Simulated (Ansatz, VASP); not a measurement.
# C: VASP beside Ansatz

Contents of INCAR:

```
SYSTEM = C
  PREC = Accurate
  ENCUT = 520
  EDIFF = 1E-6
  ISMEAR = 0
  SIGMA = 0.05
  LREAL = .False.
  LASPH = .True.
  NELM = 80
  ALGO = Normal
  ISIF = 2
  LWAVE = .False.
  LCHARG = .False.
  GGA = PS
  NBANDS = 11
```

File KPOINTS:

```
regular mesh
0
Gamma
  22 22 22
  0 0 0
```

POSCAR

```
C
1.0
    0.0000000000      1.8002256987      1.8002256987
    1.8002256987      0.0000000000      1.8002256987
    1.8002256987      1.8002256987      0.0000000000
C
2
Direct
    0.0000000000      0.0000000000      0.0000000000
    0.2500000000      0.2500000000      0.2500000000
```

Input for Ansatz:

```yaml
crystal:
  lattice:
    - [0.0, 1.8002256987, 1.8002256987]
    - [1.8002256987, 0.0, 1.8002256987]
    - [1.8002256987, 1.8002256987, 0.0]
  atoms:
    - { symbol: C, position: [0.0, 0.0, 0.0] }
    - { symbol: C, position: [0.25, 0.25, 0.25] }
basis:
  ecutwfc: 420
  ecutrho_ratio: 4
kpoints:
  mp_grid: { grid: [22, 22, 22] }
hamiltonian:
  xc: pbesol
scf:
  occupations: { method: gaussian, width: 0.05 }
output:
  forces: true
  stress: true
  eigenvalues: true
```

Alike in both runs: task single point; functional PBEsol; k mesh 22 × 22 × 22; occupations gaussian, width 0.05 eV; no spin polarisation.

|  | VASP | Ansatz |
| --- | --- | --- |
| version | VASP 6.6.1 | Ansatz 0.2.0 |
| potentials or method | VASP PAW PBE potentials, release 64 (C), cutoff 520 eV | scalar-relativistic, plane waves, PAW |
| valence electrons in the cell | 8 | 8 |

```tsv
	VASP	Ansatz	Ansatz less VASP
gap on the k mesh at the Fermi level (eV)	3.94	3.95	+0.010
least direct gap on the mesh (eV)	5.46	5.47	+0.005
pressure (GPa)	-15.5	-16.4	-0.91
```

VASP's potentials were made for PBE, not for PBEsol. With one functional, cell and mesh, what is left measures potentials, basis and numerics.
